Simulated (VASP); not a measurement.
Runs of VASP 6.6.1 on RbBr. The structure is that of space group I4/mmm (No. 139), or close to it. The cells are those of the table. 

```csv
cell,gap on the mesh (eV),pressure (GPa)
"a = 4.847, b = 5.064, c = 5.064 Å, angles 57.2, 61.4, 61.4°, 2 atoms",4.01,-0.7
"a = 4.847, b = 4.669, c = 4.669 Å, angles 62.5, 58.7, 58.7°, 2 atoms",4.25,1.7
"a = 4.847, b = 5.032, c = 5.032 Å, angles 57.6, 61.2, 61.2°, 2 atoms",4.04,-0.7
"a = 4.847, b = 4.728, c = 4.728 Å, angles 61.7, 59.2, 59.2°, 2 atoms",(b),0.9
"a = 4.847, b = 4.611, c = 4.611 Å, angles 63.4, 58.3, 58.3°, 2 atoms",(c),(a)
"a = 4.847, b = 5.095, c = 5.095 Å, angles 56.8, 61.6, 61.6°, 2 atoms",3.99,-0.8
```

Alike in all rows: task single point; level PBEsol; potentials or basis VASP PAW PBE potentials, release 64 (Rb_sv, Br); no spin polarisation; k mesh 6 × 6 × 6; cutoff (eV) 520; smearing gaussian 0.05 eV.

Question: Fill in the values left out.

Answer: (a) 2.7; (b) 4.26; (c) 4.21.

Caveats: the PAW data sets were made with another functional, which shifts forces and pressure a little.

A k mesh can miss the band edges, and the runs leave out spin-orbit coupling on Br, Rb.
